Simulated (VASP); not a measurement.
# ScAl3N3 (P-6m2) in VASP: relaxation of cell and atoms with PBE

Aim: the relaxation of cell and atoms of ScAl3N3 with PBE.

Everything below comes from runs of VASP 6.6.1. Logs are shortened: lines on timing, memory, paths and dates and some standing lists are left out, and cuts for length are marked.

## (1) The cell of the first run

The structure is hexagonal, space group P-6m2 (No. 187). The conventional cell has a = 4.896 Å, b = 4.896 Å, c = 5.469 Å, α = 90.00°, β = 90.00°, γ = 120.00°. Sc (site symmetry -6m2) has 6 N at 2.45 Å and 8 Al at 2.73 to 3.04 Å within 3.2 Å. Al (site symmetry 3m) has 3 N at 1.76 Å and 1 Al at 2.21 Å within 2.3 Å. Al (site symmetry -6m2) has 2 Sc at 2.73 Å and 6 Al at 3.26 Å and 12 N at 3.67 Å within 3.7 Å. Within 2.6 Å of N (site symmetry mm2) lie 2 Al at 1.76 Å and 4 N at 2.37 to 2.53 Å and 2 Sc at 2.45 Å.

The cell was generated, and may not be a known phase.

## (2) Relaxation of cell and atoms, PBE

The input, INCAR:

```
PREC = Accurate
ENCUT = 600
EDIFF = 1E-7
ISMEAR = 0
SIGMA = 0.2
LREAL = F
LASPH = T
NELM = 120
ALGO = Normal
ISIF = 3
LWAVE = F
LCHARG = F
GGA = PE
IBRION = 2
NSW = 36
EDIFFG = -0.08
GGA_COMPAT = F
NELMIN = 4
```

The input, KPOINTS:

```
Automatic mesh
0
Gamma
  4 4 3
```

The input, POSCAR:

```
ScAl3N3
1.0
    4.8961454700      0.0000000000      0.0000000000
   -2.4480727400      4.2401863600      0.0000000000
    0.0000000000      0.0000000000      5.4691137800
Sc Al N
1 3 3
Direct
    0.6666666700      0.3333333300      0.5000000000
    0.3333333300      0.6666666700      0.2977744500
    0.3333333300      0.6666666700      0.7022255500
    0.6666666700      0.3333333300      0.0000000000
    0.1720694500      0.8279305500      0.5000000000
    0.1720694500      0.3441389100      0.5000000000
    0.6558610900      0.8279305500      0.5000000000
```

Potentials or basis: VASP PAW PBE potentials, release 64 (Sc_sv, Al, N).

Run with:

```console
$ cat potpaw_PBE.64/Sc_sv/POTCAR potpaw_PBE.64/Al/POTCAR potpaw_PBE.64/N/POTCAR > POTCAR
$ mpirun -np 1 vasp_std > vasp.out
```

OUTCAR:

```text
PREC = Accurate
   ENCUT = 600
   EDIFF = 1E-7
   ISMEAR = 0
   LREAL = F
   LASPH = T
   NELM = 120
   ISIF = 3
   GGA = PE
   IBRION = 2
   NSW = 36
   EDIFFG = -0.08
   NELMIN = 4

 ion  position               nearest neighbor table
   1  0.667  0.333  0.500-   6 2.45   7 2.45   5 2.45   5 2.45   6 2.45   7 2.45   4 2.73   4 2.73
                             2 3.04   3 3.04   2 3.04   3 3.04   2 3.04   3 3.04
   2  0.333  0.667  0.298-   7 1.76   6 1.76   5 1.76   3 2.21   1 3.04   1 3.04   1 3.04   3 3.26
                             4 3.26   4 3.26   4 3.26
   3  0.333  0.667  0.702-   7 1.76   6 1.76   5 1.76   2 2.21   1 3.04   1 3.04   1 3.04   2 3.26
                             4 3.26   4 3.26   4 3.26
   4  0.667  0.333  0.000-   1 2.73   1 2.73   2 3.26   3 3.26   2 3.26   3 3.26   3 3.26   2 3.26

   5  0.172  0.828  0.500-   2 1.76   3 1.76   1 2.45   1 2.45
   6  0.172  0.344  0.500-   2 1.76   3 1.76   1 2.45   1 2.45
   7  0.656  0.828  0.500-   2 1.76   3 1.76   1 2.45   1 2.45

  LATTYP: Found a hexagonal cell.
 ALAT       =     4.8961454700
 C/A-ratio  =     1.1170243641

  Lattice vectors:

 A1 = (   4.8961454700,   0.0000000000,   0.0000000000)
 A2 = (  -2.4480727400,   4.2401863600,   0.0000000000)
 A3 = (   0.0000000000,   0.0000000000,   5.4691137800)

Analysis of symmetry for initial positions (statically):
=====================================================================
 Subroutine PRICEL returns:
 Original cell was already a primitive cell.

 Routine SETGRP: Setting up the symmetry group for a
 hexagonal supercell.

 Subroutine GETGRP returns: Found 12 space group operations
 (whereof 12 operations were pure point group operations)
 out of a pool of 24 trial point group operations.

The static configuration has the point symmetry D_3h.

Analysis of symmetry for dynamics (positions and initial velocities):
=====================================================================
 Subroutine PRICEL returns:
 Original cell was already a primitive cell.

 Routine SETGRP: Setting up the symmetry group for a
 hexagonal supercell.

 Subroutine GETGRP returns: Found 12 space group operations
 (whereof 12 operations were pure point group operations)
 out of a pool of 24 trial point group operations.

The dynamic configuration has the point symmetry D_3h.

 Subroutine INISYM returns: Found 12 space group operations
 (whereof 12 operations are pure point group operations),
 and found     1 'primitive' translations

----------------------------------------------------------------------------------------

                                     Primitive cell

  volume of cell :     113.5419

  direct lattice vectors                    reciprocal lattice vectors
     4.896145470  0.000000000  0.000000000     0.204242298  0.117919346  0.000000000
    -2.448072740  4.240186360  0.000000000     0.000000000  0.235838691  0.000000000
     0.000000000  0.000000000  5.469113780     0.000000000  0.000000000  0.182844980

  length of vectors
     4.896145470  4.896145475  5.469113780     0.235838691  0.235838691  0.182844980

  position of ions in fractional coordinates (direct lattice)
     0.666666670  0.333333330  0.500000000
     0.333333330  0.666666670  0.297774450
     0.333333330  0.666666670  0.702225550
     0.666666670  0.333333330  0.000000000
     0.172069450  0.827930550  0.500000000
     0.172069450  0.344138910  0.500000000
     0.655861090  0.827930550  0.500000000

  ion indices of the primitive-cell ions
   primitive index   ion index
                 1           1
                 2           2
                 3           3
                 4           4
                 5           5
                 6           6
                 7           7

----------------------------------------------------------------------------------------

 KPOINTS: Automatic mesh

Automatic generation of k-mesh.
 Grid dimensions read from file:
 generate k-points for:    4    4    3

 Generating k-lattice:

  Cartesian coordinates                     Fractional coordinates (reciprocal lattice)
     0.051060574  0.029479836  0.000000000     0.250000000  0.000000000  0.000000000
     0.000000000  0.058959673  0.000000000     0.000000000  0.250000000  0.000000000
     0.000000000  0.000000000  0.060948327     0.000000000  0.000000000  0.333333333

  Length of vectors
     0.058959673  0.058959673  0.060948327

  Shift w.r.t. Gamma in fractional coordinates (k-lattice)
     0.000000000  0.000000000  0.000000000

 Subroutine IBZKPT returns following result:
 ===========================================

 Found      8 irreducible k-points:

 Following reciprocal coordinates:
            Coordinates               Weight
  0.000000  0.000000  0.000000      1.000000
  0.250000 -0.000000  0.000000      6.000000
  0.500000 -0.000000  0.000000      3.000000
  0.250000  0.250000  0.000000      6.000000
  0.000000  0.000000  0.333333      2.000000
  0.250000 -0.000000  0.333333     12.000000
  0.500000 -0.000000  0.333333      6.000000
  0.250000  0.250000  0.333333     12.000000
   k-points           NKPTS =      8   k-points in BZ     NKDIM =      8   number of bands    NBANDS=     21
   number of dos      NEDOS =    301   number of ions     NIONS =      7
   total plane-waves  NPLWV =  76800
   dimension x,y,z NGX =    40 NGY =   40 NGZ =   48
   dimension x,y,z NGXF=    80 NGYF=   80 NGZF=   96
   ions per type =               1   3   3
   NGX,Y,Z   is equivalent  to a cutoff of  13.58, 13.58, 14.59 a.u.
   NGXF,Y,Z  is equivalent  to a cutoff of  27.16, 27.16, 29.18 a.u.
 SYSTEM =  unknown system
   PREC   = accura    normal or accurate (medium, high low for compatibility)
   ISTART =      0    job   : 0-new  1-cont  2-samecut
   ICHARG =      2    charge: 1-file 2-atom 10-const
   ISPIN  =      1    spin polarized calculation?
   LNONCOLLINEAR =      F non collinear calculations
   LSORBIT =      F    spin-orbit coupling
   LASPH  =      T    aspherical Exc in radial PAW
   ENCUT  =  600.0 eV  44.10 Ry    6.64 a.u.   9.78  9.78 10.92*2*pi/ulx,y,z
   NELM   =    120;   NELMIN=  4; NELMDL= -5     # of ELM steps
   EDIFF  = 0.1E-06   stopping-criterion for ELM
   LREAL  =      F    real-space projection
   EDIFFG = -.8E-01   stopping-criterion for IOM
   NSW    =     36    number of steps for IOM
   IBRION =      2    ionic relax: 0-MD 1-quasi-New 2-CG
   NFREE  =      1    steps in history (QN), initial steepest desc. (CG)
   ISIF   =      3    stress and relaxation
   ISYM   =      2    0-nonsym 1-usesym 2-fastsym
   POTIM  = 0.5000    time-step for ionic-motion
   TEBEG  =    0.0;   TEEND  =   0.0 temperature during run
   PSTRESS=    0.0 pullay stress
   NELECT =      35.0000    total number of electrons
   NUPDOWN=      -1.0000    fix difference up-down
   EMIN   =  10.00;   EMAX   =-10.00  energy-range for DOS
   EFERMI =   0.00;   METHOD = LEGACY
   ISMEAR =     0;   SIGMA  =   0.20  broadening in eV -4-tet -1-fermi 0-gaus
   EFERMI_NEDOS =   21; number of points for ismear=-14 and -15
   IALGO  =     38    algorithm
   IMIX   =      4    mixing-type and parameters
     AMIX     =   0.40;   BMIX     =  1.00
     AMIX_MAG =   1.60;   BMIX_MAG =  1.00
  volume/ion in A,a.u.               =      16.22       109.46
  Fermi-wavevector in a.u.,A,eV,Ry     =   1.105890  2.089830 16.639839  1.222994
  Thomas-Fermi vector in A             =   2.242384
   LORBIT       =      0    0 simple, 1 ext, 2 COOP (PROOUT), +10 PAW based schemes
   GGA     = PE    functional components
   LHFCALC =     F    Hartree Fock is set to
   AEXX    =    0.0000 exact exchange contribution
   IVDW    =     0    specifies the selected vdW correction
   LEPSILON=     F    determine dielectric tensor
   LRPA    =     F    only Hartree local field effects (RPA)
 conjugate gradient relaxation of ions
 non-spin polarized calculation
 Gauss-broadening in eV      SIGMA  =   0.20
  energy-cutoff  :      600.00
  volume of cell :      113.54
 maximum number of plane-waves:      3806
 NGX is ok and might be reduce to    40
   NGX = 19   NGY = 19   NGZ = 21

--------------------------------------- Ionic step        1  -------------------------------------------

 number of electron      35.0000001 magnetization

 Free energy of the ion-electron system (eV)
  ---------------------------------------------------
  ext. energy  EPLUGINS =         0.00000000
  ---------------------------------------------------
  free energy    TOTEN  =       -38.41551235 eV

  energy without entropy =      -38.34940555  energy(sigma->0) =      -38.38245895

------------------------ aborting loop because EDIFF is reached ----------------------------------------

  FORCE on cell =-STRESS in cart. coord.  units (eV):
  Direction    XX          YY          ZZ          XY          YZ          ZX
  --------------------------------------------------------------------------------------
  -------------------------------------------------------------------------------------
  Total        3.7905053      3.7905053     19.4322733     -0.0000000     -0.0000000      0.0000000
  in kB       53.4873982     53.4873983    274.2066456     -0.0000001     -0.0000000      0.0000000
  external PRESSURE =     127.0604807 kB  Pullay stress =       0.0000000 kB
[... 28 lines left out ...]
--------------------------------------- Ionic step        2  -------------------------------------------

 number of electron      34.9999997 magnetization

 E-fermi :   3.1327     XC(G=0):  -8.9387

 val. band max:        3.0259287636   @ k =   0.2500   0.2500   0.3333
 cond. band min:       3.2088952431   @ k =   0.5000  -0.0000   0.0000
 fundamental gap:      0.1829664795
 Fermi energy:         3.1327326402

 k-point     1 :       0.0000    0.0000    0.0000
  band No.  band energies     occupation
      1     -46.6404      2.00000
      2     -25.3768      2.00000
      3     -25.1440      2.00000
      4     -25.1440      2.00000
      5     -11.8329      2.00000
      6      -8.9287      2.00000
[... 256 lines left out ...]
  FREE ENERGIE OF THE ION-ELECTRON SYSTEM (eV)
  ---------------------------------------------------
  free  energy   TOTEN  =       -40.2508347419 eV

  energy  without entropy=      -40.1756178687  energy(sigma->0) =      -40.21322631

 E-fermi :   5.6065     XC(G=0): -10.1079

 val. band max:        5.3732852033   @ k =   0.2500   0.2500   0.3333
 cond. band min:       5.6683041515   @ k =   0.5000  -0.0000   0.0000
 fundamental gap:      0.2950189482
 Fermi energy:         5.6064856337

 k-point     1 :       0.0000    0.0000    0.0000
  band No.  band energies     occupation
      1     -43.0867      2.00000
      2     -21.9836      2.00000
      3     -21.7504      2.00000
      4     -21.7504      2.00000
      5     -11.6659      2.00000
      6      -7.2998      2.00000
[... 181 lines left out ...]
     20       6.8876      0.00000
     21       7.1295      0.00000

[... ionic steps 4 to 8 ...]

--------------------------------------- Ionic step        9  -------------------------------------------

 number of electron      34.9999998 magnetization

------------------------ aborting loop because EDIFF is reached ----------------------------------------
[... 77 lines left out ...]
--------------------------------------- Ionic step       11  -------------------------------------------

 number of electron      34.9999997 magnetization

 Free energy of the ion-electron system (eV)
  ---------------------------------------------------
  ext. energy  EPLUGINS =         0.00000000
  ---------------------------------------------------
  free energy    TOTEN  =       -41.21226062 eV

  energy without entropy =      -41.19061945  energy(sigma->0) =      -41.20144003

 E-fermi :   5.3431     XC(G=0):  -9.9939

 val. band max:        5.0630208700   @ k =   0.2500   0.2500   0.3333
 cond. band min:       5.4257495638   @ k =   0.5000  -0.0000   0.0000
 fundamental gap:      0.3627286938
 Fermi energy:         5.3430526290

 k-point     1 :       0.0000    0.0000    0.0000
  band No.  band energies     occupation
      1     -43.4544      2.00000
      2     -22.3336      2.00000
      3     -22.0919      2.00000
      4     -22.0919      2.00000
      5     -11.6630      2.00000
      6      -7.4977      2.00000
[... 215 lines left out ...]
  FREE ENERGIE OF THE ION-ELECTRON SYSTEM (eV)
  ---------------------------------------------------
  free  energy   TOTEN  =       -41.2122606167 eV

  energy  without entropy=      -41.1906194482  energy(sigma->0) =      -41.20144003

 reached required accuracy - stopping structural energy minimisation
```

It took 7.2 min on 1 thread of Intel Xeon 8259CL, shared host; peak memory 0.29 GiB.

Results:

```yaml
Free_energy: -41.2123 eV
Relaxed_volume: 14.66 Å³/atom
Relaxed_cell: a = 4.517 Å, b = 4.517 Å, c = 5.806 Å, α = 90.00°, β = 90.00°, γ = 120.00°
Space_group_after_relaxing_to_0.1_Å: P-6m2 (No. 187)
Energy_gained_by_relaxing: 399.5 meV/atom
Ionic_steps: 11
Pressure_after_relaxing: 0.1 GPa
Largest_force_after_relaxing: 0.048 eV/Å
Band_gap_on_the_k_mesh: zero (an odd number of electrons rules out a gap without spin polarisation)
```

Forces on the atoms (eV/Å):
```
Sc   0.000  0.000  0.000
Al   0.000  0.000 -0.017
Al   0.000  0.000  0.017
Al   0.000  0.000  0.000
N   -0.041  0.024  0.000
N    0.000 -0.048  0.000
N    0.041  0.024  0.000
```

Step by step:
| step | energy change (eV) | largest force (eV/Å) | pressure (GPa) | volume (Å³) |
| --- | --- | --- | --- | --- |
| 1 | 0.0000 | 7.6322 | 12.71 | 113.54 |
| 2 | 0.5350 | 2.3091 | -18.05 | 135.56 |
| 3 | -1.8353 | 0.3378 | -8.71 | 121.73 |
| 4 | -1.8571 | 0.2662 | -7.76 | 121.08 |
| 5 | -1.8631 | 0.5355 | -6.86 | 120.50 |
| 6 | -2.4993 | 0.7519 | -4.33 | 110.91 |
| 7 | -2.7465 | 0.4152 | 3.76 | 99.78 |
| 8 | -2.7806 | 0.4700 | 0.69 | 102.98 |
| 9 | -2.7819 | 0.4415 | 1.21 | 102.39 |
| 10 | -2.7862 | 0.2914 | -0.87 | 102.79 |
| 11 | -2.7967 | 0.0476 | 0.06 | 102.60 |

Final structure:
```
CELL_PARAMETERS angstrom
4.51711 0.00000 0.00000
-2.25855 3.91193 0.00000
0.00000 0.00000 5.80646
ATOMIC_POSITIONS crystal
Sc 0.66667 0.33333 0.50000
Al 0.33333 0.66667 0.25319
Al 0.33333 0.66667 0.74681
Al 0.66667 0.33333 0.00000
N 0.15753 0.84247 0.50000
N 0.15753 0.31506 0.50000
N 0.68494 0.84247 0.50000
```

Caveat: the k points lie up to 0.40 Å⁻¹ apart in the final cell, too coarse for converged energies and pressures of a metal; the relaxation stopped at a loose force limit of 0.08 eV/Å, so its end isn't a converged minimum.

The gap in the log of VASP goes by the Fermi energy; the results here count the filled bands.